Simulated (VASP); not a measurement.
Wanted: the native input for a VASP 6.6.1 run.

```
Task                   : single point
Functional             : PBEsol
Dispersion             : D3(BJ)
Potentials or basis    : VASP PAW PBE potentials, release 64 (Al)
Cutoff                 : 520 eV
k mesh                 : 18 × 18 × 6
Occupations            : gaussian, width 0.15 eV
Spin                   : no spin polarisation
Dipole correction      : no
Further INCAR settings : ALGO = Fast; EDIFF = 1e-06; NBANDS = 14
```

The structure of Al lies in POSCAR:

```
Al
1.0
    2.6900778133      0.0000000000      0.0000000000
   -1.3450389066      2.3296757245      0.0000000000
    0.0000000000      0.0000000000      9.5656476964
Al
4
Direct
    0.0000000000      0.0000000000      0.0000000000
    0.3333333333      0.6666666667      0.2500000000
    0.0000000000      0.0000000000      0.5000000000
    0.6666666667      0.3333333333      0.7500000000
```

This cell differs from its parent crystal: volume 14.987 Å^3 an atom, c/a of the conventional cell 3.5559.

These files were run (other wordings do the same):

INCAR

```
ALGO = Fast
EDIFF = 1E-6
ENCUT = 520
GGA = PS
ISIF = 2
ISMEAR = 0
IVDW = 12
LASPH = T
LCHARG = F
LREAL = F
LWAVE = F
NBANDS = 14
NELM = 80
PREC = Accurate
SIGMA = 0.15
```

KPOINTS

```
k-points
0
Gamma
  18 18 6
```

Potentials or basis: VASP PAW PBE potentials, release 64 (Al).

The run is started by

```console
$ cat potpaw_PBE.64/Al/POTCAR > POTCAR
$ mpirun -np 1 vasp_std > vasp.out
```

It gave:

```json
{"Pressure": "5.2 GPa", "Band gap on the k mesh": "zero (band 6 reaches 12.09 eV, above the bottom of band 7 at 7.66 eV)", "Dispersion energy per atom": "-0.350 eV"}
```

Caveat: the PAW data sets were made with another functional, which shifts forces and pressure a little; pairwise dispersion overbinds metals, which lowers pressure and volume.

It took 48 s on 1 thread of Intel(R) Xeon(R) 6975P-C (Granite Rapids), with other jobs on the host, peak memory 0.23 GiB.
